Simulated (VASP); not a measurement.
# TlIn4 (Im-3m) in VASP: further runs, part 2 of 2

VASP 6.6.1. Earlier steps stand in the parts before.

**4. Single point, PBE**

File INCAR:

```
SYSTEM = TlIn4
PREC = Accurate
ENCUT = 520
EDIFF = 1E-6
ISMEAR = 0
SIGMA = 0.1
LREAL = .False.
LASPH = .True.
NELM = 100
ALGO = Normal
ISIF = 2
LWAVE = .False.
LCHARG = .True.
GGA = PE
LELF = .True.
LVHAR = .True.
NBANDS = 40
```

File KPOINTS:

```
Automatic mesh
0
Gamma
  4 4 4
  0 0 0
```

File POSCAR:

```
TlIn4
1.0
   -3.5363445204      3.5363445204      3.5363445204
    3.5363445204     -3.5363445204      3.5363445204
    3.5363445204      3.5363445204     -3.5363445204
Tl In
1 4
Direct
    0.0000000000      0.0000000000      0.0000000000
    0.5000000000      0.5000000000      0.5000000000
    0.5000000000      0.0000000000      0.0000000000
    0.0000000000      0.0000000000      0.5000000000
    0.0000000000      0.5000000000      0.0000000000
```

Potentials or basis: VASP PAW PBE potentials, release 64 (Tl_d, In_d).

Started as:

```console
> cat potpaw_PBE.64/Tl_d/POTCAR potpaw_PBE.64/In_d/POTCAR > POTCAR
> mpirun -np 1 vasp_std > vasp.out
```

OUTCAR:

```text
SYSTEM = TlIn4
   PREC = Accurate
   ENCUT = 520
   EDIFF = 1E-6
   ISMEAR = 0
   LREAL = .False.
   LASPH = .True.
   NELM = 100
   ISIF = 2
   GGA = PE

 ion  position               nearest neighbor table
   1  0.000  0.000  0.000-   2 3.06   3 3.06   4 3.06   5 3.06   4 3.06   5 3.06   3 3.06   2 3.06

   2  0.500  0.500  0.500-   1 3.06   1 3.06   4 3.54   5 3.54   3 3.54   5 3.54   4 3.54   3 3.54

   3  0.500  0.000  0.000-   1 3.06   1 3.06   4 3.54   5 3.54   2 3.54   2 3.54   4 3.54   5 3.54

   4  0.000  0.000  0.500-   1 3.06   1 3.06   3 3.54   5 3.54   2 3.54   5 3.54   3 3.54   2 3.54

   5  0.000  0.500  0.000-   1 3.06   1 3.06   3 3.54   4 3.54   2 3.54   4 3.54   2 3.54   3 3.54

  LATTYP: Found a body centered cubic cell.
 ALAT       =     7.0726890408

  Lattice vectors:

 A1 = (  -3.5363445204,   3.5363445204,   3.5363445204)
 A2 = (   3.5363445204,  -3.5363445204,   3.5363445204)
 A3 = (   3.5363445204,   3.5363445204,  -3.5363445204)

Analysis of symmetry for initial positions (statically):
=====================================================================
 Subroutine PRICEL returns:
 Original cell was already a primitive cell.

 Routine SETGRP: Setting up the symmetry group for a
 body centered cubic supercell.

 Subroutine GETGRP returns: Found 48 space group operations
 (whereof 48 operations were pure point group operations)
 out of a pool of 48 trial point group operations.

The static configuration has the point symmetry O_h .

Analysis of symmetry for dynamics (positions and initial velocities):
=====================================================================
 Subroutine PRICEL returns:
 Original cell was already a primitive cell.

 Routine SETGRP: Setting up the symmetry group for a
 body centered cubic supercell.

 Subroutine GETGRP returns: Found 48 space group operations
 (whereof 48 operations were pure point group operations)
 out of a pool of 48 trial point group operations.

The dynamic configuration has the point symmetry O_h .

 Subroutine INISYM returns: Found 48 space group operations
 (whereof 48 operations are pure point group operations),
 and found     1 'primitive' translations

----------------------------------------------------------------------------------------

                                     Primitive cell

  volume of cell :     176.8983

  direct lattice vectors                    reciprocal lattice vectors
    -3.536344520  3.536344520  3.536344520     0.000000000  0.141388939  0.141388939
     3.536344520 -3.536344520  3.536344520     0.141388939  0.000000000  0.141388939
     3.536344520  3.536344520 -3.536344520     0.141388939  0.141388939  0.000000000

  length of vectors
     6.125128382  6.125128382  6.125128382     0.199954155  0.199954155  0.199954155

  position of ions in fractional coordinates (direct lattice)
     0.000000000  0.000000000  0.000000000
     0.500000000  0.500000000  0.500000000
     0.500000000  0.000000000  0.000000000
     0.000000000  0.000000000  0.500000000
     0.000000000  0.500000000  0.000000000

  ion indices of the primitive-cell ions
   primitive index   ion index
                 1           1
[... 27 lines left out ...]
 ===========================================

 Found      8 irreducible k-points:

 Following reciprocal coordinates:
            Coordinates               Weight
  0.000000  0.000000  0.000000      1.000000
  0.250000  0.000000  0.000000     12.000000
  0.500000  0.000000  0.000000      6.000000
  0.250000  0.250000  0.000000     24.000000
  0.250000  0.250000  0.250000      2.000000
 -0.250000  0.250000  0.250000      6.000000
  0.500000  0.500000  0.250000     12.000000
  0.500000  0.500000  0.500000      1.000000
   k-points           NKPTS =      8   k-points in BZ     NKDIM =      8   number of bands    NBANDS=     40
   number of dos      NEDOS =    301   number of ions     NIONS =      5
   total plane-waves  NPLWV = 110592
   dimension x,y,z NGX =    48 NGY =   48 NGZ =   48
   dimension x,y,z NGXF=    96 NGYF=   96 NGZF=   96
   ions per type =               1   4
   NGX,Y,Z   is equivalent  to a cutoff of  13.03, 13.03, 13.03 a.u.
   NGXF,Y,Z  is equivalent  to a cutoff of  26.06, 26.06, 26.06 a.u.
 SYSTEM =  TlIn4
   PREC   = accura    normal or accurate (medium, high low for compatibility)
   ISTART =      0    job   : 0-new  1-cont  2-samecut
   ICHARG =      2    charge: 1-file 2-atom 10-const
   ISPIN  =      1    spin polarized calculation?
   LNONCOLLINEAR =      F non collinear calculations
   LSORBIT =      F    spin-orbit coupling
   LASPH  =      T    aspherical Exc in radial PAW
   ENCUT  =  520.0 eV  38.22 Ry    6.18 a.u.  11.39 11.39 11.39*2*pi/ulx,y,z
   NELM   =    100;   NELMIN=  2; NELMDL= -5     # of ELM steps
   EDIFF  = 0.1E-05   stopping-criterion for ELM
   LREAL  =      F    real-space projection
   EDIFFG = 0.1E-04   stopping-criterion for IOM
   NSW    =      0    number of steps for IOM
   IBRION =     -1    ionic relax: 0-MD 1-quasi-New 2-CG
   NFREE  =      0    steps in history (QN), initial steepest desc. (CG)
   ISIF   =      2    stress and relaxation
   ISYM   =      2    0-nonsym 1-usesym 2-fastsym
   POTIM  = 0.5000    time-step for ionic-motion
   TEBEG  =    0.0;   TEEND  =   0.0 temperature during run
   PSTRESS=    0.0 pullay stress
   NELECT =      65.0000    total number of electrons
   NUPDOWN=      -1.0000    fix difference up-down
   EMIN   =  10.00;   EMAX   =-10.00  energy-range for DOS
   EFERMI =   0.00;   METHOD = LEGACY
   ISMEAR =     0;   SIGMA  =   0.10  broadening in eV -4-tet -1-fermi 0-gaus
   EFERMI_NEDOS =   21; number of points for ismear=-14 and -15
   IALGO  =     38    algorithm
   IMIX   =      4    mixing-type and parameters
     AMIX     =   0.40;   BMIX     =  1.00
     AMIX_MAG =   1.60;   BMIX_MAG =  1.00
  volume/ion in A,a.u.               =      35.38       238.75
  Fermi-wavevector in a.u.,A,eV,Ry     =   1.172568  2.215832 18.706865  1.374916
  Thomas-Fermi vector in A             =   2.308995
   LORBIT       =      0    0 simple, 1 ext, 2 COOP (PROOUT), +10 PAW based schemes
   GGA     = PE    functional components
   LHFCALC =     F    Hartree Fock is set to
   AEXX    =    0.0000 exact exchange contribution
   IVDW    =     0    specifies the selected vdW correction
   LEPSILON=     F    determine dielectric tensor
   LRPA    =     F    only Hartree local field effects (RPA)
 non-spin polarized calculation
 Gauss-broadening in eV      SIGMA  =   0.10
  energy-cutoff  :      520.00
  volume of cell :      176.90
 maximum number of plane-waves:      4784
 NGX is ok and might be reduce to    48
   NGX = 23   NGY = 23   NGZ = 23

 number of electron      64.9999973 magnetization

 Free energy of the ion-electron system (eV)
  ---------------------------------------------------
  ext. energy  EPLUGINS =         0.00000000
  ---------------------------------------------------
  free energy    TOTEN  =       -10.79269586 eV

  energy without entropy =      -10.77659168  energy(sigma->0) =      -10.78464377

 E-fermi :   4.4156     XC(G=0):  -8.7744

 val. band max:        4.3814528011   @ k =   0.2500   0.0000   0.0000
 cond. band min:       4.5573143147   @ k =   0.2500   0.2500   0.0000
 fundamental gap:      0.1758615136
 Fermi energy:         4.4156247509

 k-point     1 :       0.0000    0.0000    0.0000
  band No.  band energies     occupation
      1     -10.1350      2.00000
      2     -10.1190      2.00000
      3     -10.1190      2.00000
      4     -10.0484      2.00000
      5     -10.0484      2.00000
      6     -10.0484      2.00000
[... 333 lines left out ...]
     39       8.0941      0.00000
     40      11.0601      0.00000

------------------------ aborting loop because EDIFF is reached ----------------------------------------

  FORCE on cell =-STRESS in cart. coord.  units (eV):
  Direction    XX          YY          ZZ          XY          YZ          ZX
  --------------------------------------------------------------------------------------
  -------------------------------------------------------------------------------------
  Total        0.2437387      0.2437387      0.2437387     -0.0000000      0.0000000      0.0000000
  in kB        2.2075545      2.2075545      2.2075545     -0.0000000      0.0000000      0.0000000
  external PRESSURE =       2.2075545 kB  Pullay stress =       0.0000000 kB

 VOLUME and BASIS-vectors are now :
 -----------------------------------------------------------------------------
  energy-cutoff  :      520.00
  volume of cell :      176.90
      direct lattice vectors                 reciprocal lattice vectors
    -3.536344520  3.536344520  3.536344520     0.000000000  0.141388939  0.141388939
     3.536344520 -3.536344520  3.536344520     0.141388939  0.000000000  0.141388939
     3.536344520  3.536344520 -3.536344520     0.141388939  0.141388939  0.000000000

 POSITION                                       TOTAL-FORCE (eV/Angst)
 -----------------------------------------------------------------------------------
      0.00000      0.00000      0.00000         0.000000     -0.000000      0.000000
      1.76817      1.76817      1.76817         0.000000     -0.000000      0.000000
     -1.76817      1.76817      1.76817        -0.000000      0.000000      0.000000
      1.76817      1.76817     -1.76817        -0.000000      0.000000     -0.000000
      1.76817     -1.76817      1.76817         0.000000     -0.000000     -0.000000
 -----------------------------------------------------------------------------------
    total drift:                                0.000000      0.000000     -0.000000

  FREE ENERGIE OF THE ION-ELECTRON SYSTEM (eV)
  ---------------------------------------------------
  free  energy   TOTEN  =       -10.7926958552 eV

  energy  without entropy=      -10.7765916790  energy(sigma->0) =      -10.78464377
```

stdout:

```text
POSCAR found type information on POSCAR TlIn
 POSCAR found :  2 types and       5 ions
 scaLAPACK will be used
 LDA part: xc-table for (Slater+PW92), standard interpolation
 POSCAR, INCAR and KPOINTS ok, starting setup
 FFT: planning ... GRIDC
 FFT: planning ... GRID_SOFT
 FFT: planning ... GRID
 WAVECAR not read
 entering main loop
```

Run time: 42 s. Hardware: 1 thread of AMD EPYC 9R45 (Zen 5), shared host; peak memory 0.3 GiB.

Results:

```yaml
Free_energy: -10.7927 eV
Pressure: 0.2 GPa
```

Levels at points of the mesh, in eV from the Fermi level:
```csv
k point,band 29,band 30,band 31,band 32,band 33,band 34,band 35,band 36
"(0.00, 0.00, 0.00)",-2.87,-2.80,-2.04,-2.04,-2.04,-0.20,-0.20,-0.20
"(0.50, 0.00, 0.00)",-3.50,-3.17,-1.92,0.47,0.59,1.53,1.64,2.06
"(0.50, 0.50, 0.50)",-5.49,-1.90,-1.90,-0.89,1.42,1.42,1.42,3.67
```

Caveat: spin-orbit coupling is left out, which moves the levels of the heavy elements.

**5. Overview**

```csv
task,cell,k mesh,cutoff (eV),gap on the mesh (eV),pressure (GPa)
relaxation of cell and atoms,"relaxed from a = 6.125 Å, angles 109.5°, 5 atoms",8 × 8 × 8,600,none,0.0
single point,"a = 5.498 Å, angles 109.5°, 5 atoms",4 × 4 × 4,520,none,16.1
single point,"a = 6.125 Å, angles 109.5°, 5 atoms",4 × 4 × 4,520,none,0.2
```

Alike in all rows: level PBE; potentials or basis VASP PAW PBE potentials, release 64 (Tl_d, In_d); no spin polarisation; smearing gaussian 0.1 eV.

Caveats: spin-orbit coupling is left out, which moves the levels of the heavy elements.

Total energies depend on the potentials used, so only differences within one code and one set of settings carry meaning.
